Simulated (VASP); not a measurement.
# LiCl: single point with PBE

Crystal: LiCl.

```
Li Cl
1.0
     0.00000   -2.57514   -2.57514
     2.57514    0.00000   -2.57514
     2.57514   -2.57514    0.00000
Li Cl
1 1
Direct
  0.00000 0.00000 0.00000
  0.50000 0.50000 0.50000
```

| Item | Value |
| --- | --- |
| Program | VASP 6.6.1 |
| Task | single point |
| Functional | PBE |
| Potentials or basis | VASP PAW PBE potentials, release 64 (Li_sv, Cl) |
| Cutoff | 520 eV |
| k mesh | 8 × 8 × 8 |
| Occupations | gaussian, width 0.02 eV |
| Spin | no spin polarisation |
| Dipole correction | no |
| Further INCAR settings | ALGO = Normal; EDIFF = 1e-07; NBANDS = 12 |

* Band gap on the k mesh: 6.27 eV, direct

Levels at points of the mesh, in eV from the valence-band top:
```tsv
k point	band 3	band 4	band 5	band 6	band 7	band 8
(0.00, 0.00, 0.00)	0.00	0.00	0.00	6.27	11.93	11.93
(0.50, 0.00, 0.00)	-2.76	-0.25	-0.25	6.75	9.49	9.49
(0.50, 0.50, 0.00)	-2.84	-1.08	-1.08	7.86	8.31	12.34
```

Run time: 9.2 s on 1 thread of Intel(R) Xeon(R) 6975P-C (Granite Rapids), on a shared host, peak memory 0.15 GiB.

 A k mesh can miss the band edges.
